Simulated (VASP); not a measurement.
# BeS (F-43m) in VASP: further runs, part 2 of 4

VASP 6.6.1. The steps go on from the part before.

## (3) Single point, HSE06 (strain -1.0%)

Input file POSCAR:

```
BeS
1.0
    0.0000000000      2.4099631680      2.4099631680
    2.4099631680      0.0000000000      2.4099631680
    2.4099631680      2.4099631680      0.0000000000
Be S
1 1
Direct
    0.0000000000      0.0000000000      0.0000000000
    0.2500000000      0.2500000000      0.2500000000
```

Input file INCAR.step1:

```
SYSTEM = BeS
ALGO = Normal
EDIFF = 1E-5
ENCUT = 520
GGA = PE
ISIF = 2
ISMEAR = 0
LASPH = .TRUE.
LCHARG = .FALSE.
LREAL = .FALSE.
LWAVE = .TRUE.
NBANDS = 11
NELM = 60
PREC = Accurate
SIGMA = 0.01
```

Input file INCAR.step2:

```
SYSTEM = BeS
ALGO = Normal
EDIFF = 1E-6
ENCUT = 520
GGA = PE
HFSCREEN = 0.2079
ISIF = 2
ISMEAR = 0
ISTART = 1
LASPH = .TRUE.
LCHARG = .FALSE.
LHFCALC = .TRUE.
LREAL = .FALSE.
LWAVE = .FALSE.
NBANDS = 11
NELM = 60
PREC = Accurate
PRECFOCK = Normal
SIGMA = 0.01
```

Input file KPOINTS:

```
k-points
0
G
  6 6 6
  0 0 0
```

Potentials or basis: VASP PAW PBE potentials, release 64 (Be, S).

Command:

```sh
cat potpaw_PBE.64/Be/POTCAR potpaw_PBE.64/S/POTCAR > POTCAR
cp INCAR.step1 INCAR
mpirun -np 1 vasp_std > vasp.out
cp INCAR.step2 INCAR
mpirun -np 1 vasp_std > vasp.out
```

OUTCAR:

```text
SYSTEM = BeS
   EDIFF = 1E-6
   ENCUT = 520
   GGA = PE
   HFSCREEN = 0.2079
   ISIF = 2
   ISMEAR = 0
   ISTART = 1
   LASPH = .TRUE.
   LHFCALC = .TRUE.
   LREAL = .FALSE.
   NELM = 60
   PREC = Accurate
   PRECFOCK = Normal

 ion  position               nearest neighbor table
   1  0.000  0.000  0.000-   2 2.09   2 2.09   2 2.09   2 2.09
   2  0.250  0.250  0.250-   1 2.09   1 2.09   1 2.09   1 2.09

  LATTYP: Found a face centered cubic cell.
 ALAT       =     4.8199263360

  Lattice vectors:

 A1 = (   0.0000000000,   2.4099631680,   2.4099631680)
 A2 = (   2.4099631680,   0.0000000000,   2.4099631680)
 A3 = (   2.4099631680,   2.4099631680,   0.0000000000)

Analysis of symmetry for initial positions (statically):
=====================================================================
 Subroutine PRICEL returns:
 Original cell was already a primitive cell.

 Routine SETGRP: Setting up the symmetry group for a
 face centered cubic supercell.

 Subroutine GETGRP returns: Found 24 space group operations
 (whereof 24 operations were pure point group operations)
 out of a pool of 48 trial point group operations.

The static configuration has the point symmetry T_d .

Analysis of symmetry for dynamics (positions and initial velocities):
=====================================================================
 Subroutine PRICEL returns:
 Original cell was already a primitive cell.

 Routine SETGRP: Setting up the symmetry group for a
 face centered cubic supercell.

 Subroutine GETGRP returns: Found 24 space group operations
 (whereof 24 operations were pure point group operations)
 out of a pool of 48 trial point group operations.

The dynamic configuration has the point symmetry T_d .

 Subroutine INISYM returns: Found 24 space group operations
 (whereof 24 operations are pure point group operations),
 and found     1 'primitive' translations

----------------------------------------------------------------------------------------

                                     Primitive cell

  volume of cell :      27.9938

  direct lattice vectors                    reciprocal lattice vectors
     0.000000000  2.409963168  2.409963168    -0.207472050  0.207472050  0.207472050
     2.409963168  0.000000000  2.409963168     0.207472050 -0.207472050  0.207472050
     2.409963168  2.409963168  0.000000000     0.207472050  0.207472050 -0.207472050

  length of vectors
     3.408202597  3.408202597  3.408202597     0.359352133  0.359352133  0.359352133

  position of ions in fractional coordinates (direct lattice)
     0.000000000  0.000000000  0.000000000
     0.250000000  0.250000000  0.250000000

  ion indices of the primitive-cell ions
   primitive index   ion index
                 1           1
                 2           2

----------------------------------------------------------------------------------------

 KPOINTS: k-points

Automatic generation of k-mesh.
 Grid dimensions read from file:
 generate k-points for:    6    6    6

 Generating k-lattice:

  Cartesian coordinates                     Fractional coordinates (reciprocal lattice)
[... 38 lines left out ...]
   ions per type =               1   1
   NGX,Y,Z   is equivalent  to a cutoff of  13.66, 13.66, 13.66 a.u.
   NGXF,Y,Z  is equivalent  to a cutoff of  27.32, 27.32, 27.32 a.u.
 SYSTEM =  BeS
   PREC   = accura    normal or accurate (medium, high low for compatibility)
   ISTART =      1    job   : 0-new  1-cont  2-samecut
   ICHARG =      0    charge: 1-file 2-atom 10-const
   ISPIN  =      1    spin polarized calculation?
   LNONCOLLINEAR =      F non collinear calculations
   LSORBIT =      F    spin-orbit coupling
   LASPH  =      T    aspherical Exc in radial PAW
   ENCUT  =  520.0 eV  38.22 Ry    6.18 a.u.   6.34  6.34  6.34*2*pi/ulx,y,z
   NELM   =     60;   NELMIN=  2; NELMDL=  0     # of ELM steps
   EDIFF  = 0.1E-05   stopping-criterion for ELM
   LREAL  =      F    real-space projection
   EDIFFG = 0.1E-04   stopping-criterion for IOM
   NSW    =      0    number of steps for IOM
   IBRION =     -1    ionic relax: 0-MD 1-quasi-New 2-CG
   NFREE  =      0    steps in history (QN), initial steepest desc. (CG)
   ISIF   =      2    stress and relaxation
   ISYM   =      3    0-nonsym 1-usesym 2-fastsym
   POTIM  = 0.5000    time-step for ionic-motion
   TEBEG  =    0.0;   TEEND  =   0.0 temperature during run
   PSTRESS=    0.0 pullay stress
   NELECT =       8.0000    total number of electrons
   NUPDOWN=      -1.0000    fix difference up-down
   EMIN   =  10.00;   EMAX   =-10.00  energy-range for DOS
   EFERMI =   0.00;   METHOD = LEGACY
   ISMEAR =     0;   SIGMA  =   0.01  broadening in eV -4-tet -1-fermi 0-gaus
   EFERMI_NEDOS =   21; number of points for ismear=-14 and -15
   IALGO  =     38    algorithm
   IMIX   =      1    mixing-type and parameters
     AMIX     =   0.40;   BMIX     =  1.00
     AMIX_MAG =   1.60;   BMIX_MAG =  1.00
  volume/ion in A,a.u.               =      14.00        94.46
  Fermi-wavevector in a.u.,A,eV,Ry     =   1.078329  2.037745 15.820751  1.162792
  Thomas-Fermi vector in A             =   2.214264
   LORBIT       =      0    0 simple, 1 ext, 2 COOP (PROOUT), +10 PAW based schemes
   GGA     = PE    functional components
   LHFCALC =     T    Hartree Fock is set to
   PRECFOCK=normal    Normal, Fast or Accurate (Low or Medium for compatibility)
   ENCUT4O =  -1.0   cutoff for four orbital integrals eV
   NKREDX  =     1    reduce k-point grid by
   NKREDY  =     1    reduce k-point grid by
   NKREDZ  =     1    reduce k-point grid by
   AEXX    =    0.2500 exact exchange contribution
   HFSCREEN=    0.2079 screening length (either q_TF or 0.3 A-1)
   HFSCREENC=   0.2079 screening length for correlation (either q_TF or 0.3 A-1)
   ENCUTFOCK=  -1.0 apply spherical cutoff to Coloumb kernel
   IVDW    =     0    specifies the selected vdW correction
   LEPSILON=     F    determine dielectric tensor
   LRPA    =     F    only Hartree local field effects (RPA)
 non-spin polarized calculation
 Gauss-broadening in eV      SIGMA  =   0.01
  energy-cutoff  :      520.00
  volume of cell :       27.99
 maximum number of plane-waves:       769
 NGX is ok and might be reduce to    28
  NGX = 20; NGY = 20; NGZ = 20

 number of electron       8.0000000 magnetization

 Free energy of the ion-electron system (eV)
  ---------------------------------------------------
  ext. energy  EPLUGINS =         0.00000000
  ---------------------------------------------------
  free energy    TOTEN  =       -11.38495029 eV

  energy without entropy =      -11.38495029  energy(sigma->0) =      -11.38495029

 E-fermi :   3.7812     XC(G=0):  -8.1487

 val. band max:        3.7165464277   @ k =   0.0000   0.0000   0.0000
 cond. band min:       7.7222755497   @ k =   0.5000   0.5000   0.0000
 fundamental gap:      4.0057291220
 Fermi energy:         3.7811726935

 k-point     1 :       0.0000    0.0000    0.0000
  band No.  band energies     occupation
      1     -11.5071      2.00000
      2       3.7165      2.00000
      3       3.7165      2.00000
      4       3.7165      2.00000
      5      10.5730      0.00000
      6      10.5730      0.00000
      7      10.5730      0.00000
      8      10.9481      0.00000
      9      18.0294      0.00000
     10      18.0294      0.00000
     11      20.1427      0.00000
[... 197 lines left out ...]
 k-point    16 :      -0.3333    0.5000    0.1667
  band No.  band energies     occupation
      1      -8.9992      2.00000
      2      -1.4550      2.00000
      3      -0.0993      2.00000
      4       0.1828      2.00000
      5       9.9074      0.00000
      6      11.5603      0.00000
      7      15.2969      0.00000
      8      15.8049      0.00000
      9      19.9880      0.00000
     10      20.1040      0.00000
     11      22.6560      0.00000

------------------------ aborting loop because EDIFF is reached ----------------------------------------

  FORCE on cell =-STRESS in cart. coord.  units (eV):
  Direction    XX          YY          ZZ          XY          YZ          ZX
  --------------------------------------------------------------------------------------
  -------------------------------------------------------------------------------------
  Total        0.3455850      0.3455850      0.3455850      0.0000000      0.0000000     -0.0000000
  in kB       19.7789937     19.7789937     19.7789937      0.0000000      0.0000000     -0.0000000
  external PRESSURE =      19.7789937 kB  Pullay stress =       0.0000000 kB

 VOLUME and BASIS-vectors are now :
 -----------------------------------------------------------------------------
  energy-cutoff  :      520.00
  volume of cell :       27.99
      direct lattice vectors                 reciprocal lattice vectors
     0.000000000  2.409963168  2.409963168    -0.207472050  0.207472050  0.207472050
     2.409963168  0.000000000  2.409963168     0.207472050 -0.207472050  0.207472050
     2.409963168  2.409963168  0.000000000     0.207472050  0.207472050 -0.207472050

 POSITION                                       TOTAL-FORCE (eV/Angst)
 -----------------------------------------------------------------------------------
      0.00000      0.00000      0.00000         0.000000     -0.000000      0.000000
      1.20498      1.20498      1.20498        -0.000000      0.000000     -0.000000
 -----------------------------------------------------------------------------------
    total drift:                                0.000000     -0.000000     -0.000000

  FREE ENERGIE OF THE ION-ELECTRON SYSTEM (eV)
  ---------------------------------------------------
  free  energy   TOTEN  =       -11.3849502914 eV

  energy  without entropy=      -11.3849502914  energy(sigma->0) =      -11.38495029
```

It took 6.4 min on 1 thread of Intel Xeon Platinum 8259CL at 2.50GHz (Skylake/Cascade Lake), shared host; peak memory 0.26 GiB.

What came out:

- Free energy: -11.3850 eV
- Pressure: 2.0 GPa
- Band gap on the k mesh: 4.01 eV (least direct gap 6.86 eV)

Caveat: the cell differs from its parent crystal (strain -1.0%); the PAW data sets were made with another functional, which shifts forces and pressure a little. A k mesh can miss the band edges.

[end of part 2 of 4]
